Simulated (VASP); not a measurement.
AlN: single point with PBEsol

The system is AlN.

```
Al N
1.0
     0.05146    1.93417    1.93417
     1.93417    0.05146    1.93417
     1.93417    1.93417    0.05146
Al N
1 1
Direct
  0.50000 0.50000 0.50000
  0.00000 0.00000 0.00000
```

| Item | Value |
| --- | --- |
| Program | VASP 6.6.1 |
| Task | single point |
| Functional | PBEsol |
| Potentials or basis | VASP PAW PBE potentials, release 64 (Al, N) |
| Cutoff | 520 eV |
| k mesh | 10 × 10 × 10 |
| Occupations | gaussian, width 0.05 eV |
| Spin | no spin polarisation |

```yaml
Pressure: 65.0 GPa
Band_gap_on_the_k_mesh: 4.41 eV, indirect (least direct gap 7.61 eV)
```

Stress tensor (GPa, compression positive):
```
 65.05 -11.03 -11.03
-11.03  65.05 -11.03
-11.03 -11.03  65.05
```

Levels at points of the mesh, in eV from the valence-band top:
| k point | band 1 | band 2 | band 3 | band 4 | band 5 | band 6 | band 7 | band 8 | band 9 |
| --- | --- | --- | --- | --- | --- | --- | --- | --- | --- |
| (0.00, 0.00, 0.00) | -19.47 | -0.67 | 0.00 | 0.00 | 7.97 | 11.62 | 12.79 | 12.79 | 17.85 |
| (0.50, 0.00, 0.00) | -15.33 | -9.70 | -2.00 | -1.57 | 6.69 | 11.70 | 12.20 | 15.60 | 17.82 |
| (0.50, 0.50, 0.00) | -14.17 | -8.92 | -3.84 | -3.20 | 4.41 | 6.25 | 15.85 | 19.80 | 19.95 |
| (0.50, 0.50, 0.50) | -15.69 | -10.09 | -1.34 | -1.34 | 7.60 | 12.85 | 12.85 | 15.03 | 18.44 |

Wall time 15 s on 1 thread of AMD EPYC 7R43 64-Core Processor (Zen 3), on a shared host, peak memory 0.09 GiB.

Caveat: the PAW data sets were made with another functional, which shifts forces and pressure a little. A k mesh can miss the band edges.
